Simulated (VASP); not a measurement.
Here is a VASP 6.6.1 calculation.

Contents of INCAR:

```
ALGO     = Fast           # electronic algorithm
EDIFF    = 1E-6           # SCF threshold, eV
ENCUT    = 520            # plane-wave cutoff, eV
GGA      = PS             # functional
ISIF     = 2              # what is computed and relaxed
ISMEAR   = 0              # smearing method
LASPH    = True           # aspherical terms in the spheres
LCHARG   = False          # write CHGCAR
LREAL    = False          # projectors in reciprocal space
LWAVE    = False          # write WAVECAR
NBANDS   = 11             # bands
NELM     = 80             # most SCF steps
PREC     = Accurate       # precision mode
SIGMA    = 0.15           # smearing width, eV
```

KPOINTS

```
k-points
0
Gamma
  20 20 20
```

File POSCAR:

```
Hf
1.0
   -2.4254060233      1.8547222531      1.8547222531
    1.8547222531     -2.4254060233      1.8547222531
    1.8547222531      1.8547222531     -2.4254060233
Hf
1
Direct
    0.0000000000      0.0000000000      0.0000000000
```

Potentials or basis: VASP PAW PBE potentials, release 64 (Hf_pv).

Run with:

```bash
$ cat potpaw_PBE.64/Hf_pv/POTCAR > POTCAR
$ mpirun -np 1 vasp_std > vasp.out
```

Q: Estimate the band gap on the k mesh.

A: Zero (band 5 reaches 5.45 eV, above the bottom of band 6 at 2.30 eV).

Q: Predict the pressure.

A: 15.1 GPa.

Stress tensor (GPa, compression positive):
```
15.12 38.02 38.02
38.02 15.12 38.02
38.02 38.02 15.12
```

Caveat: the PAW data sets were made with another functional, which shifts forces and pressure a little; spin-orbit coupling is left out, which moves the levels of the heavy elements.
